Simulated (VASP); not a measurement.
Wanted: the native input for a VASP 6.6.1 run.

```
Task                   : single point
Functional             : PBEsol
Potentials or basis    : VASP PAW PBE potentials, release 64 (Zn, Cu)
Cutoff                 : 520 eV
k mesh                 : 14 × 14 × 14
Occupations            : gaussian, width 0.1 eV
Spin                   : no spin polarisation
Dipole correction      : no
Further INCAR settings : ALGO = Normal; EDIFF = 1e-06; NBANDS = 18
```

The structure of ZnCu lies in POSCAR:

```
ZnCu
1.0
    2.9078796975      0.0000000000      0.0000000000
    0.0000000000      2.9078796975      0.0000000000
    0.0000000000      0.0000000000      2.9078796975
Zn Cu
1 1
Direct
    0.5000000000      0.5000000000      0.5000000000
    0.0000000000      0.0000000000      0.0000000000
```

The input as run:

INCAR

```
PREC = Accurate ; ENCUT = 520
EDIFF = 1E-6 ; ISMEAR = 0
SIGMA = 0.1 ; LREAL = False
LASPH = True ; NELM = 100
ALGO = Normal ; ISIF = 2
LWAVE = False ; LCHARG = False
GGA = PS ; NBANDS = 18
```

KPOINTS

```
regular mesh
0
Gamma
  14 14 14
```

Potentials or basis: VASP PAW PBE potentials, release 64 (Zn, Cu).

Command:

```bash
$ cat potpaw_PBE.64/Zn/POTCAR potpaw_PBE.64/Cu/POTCAR > POTCAR
$ mpirun -np 1 vasp_std > vasp.out
```

It gave:

The pressure is 0.7 GPa and the band gap on the k mesh is zero (an odd number of electrons rules out a gap without spin polarisation).

Caveat: the PAW data sets were made with another functional, which shifts forces and pressure a little.

Wall time 30 s on 1 thread of Intel(R) Xeon(R) Platinum 8488C (Sapphire Rapids), with other jobs on the host, peak memory 0.17 GiB.
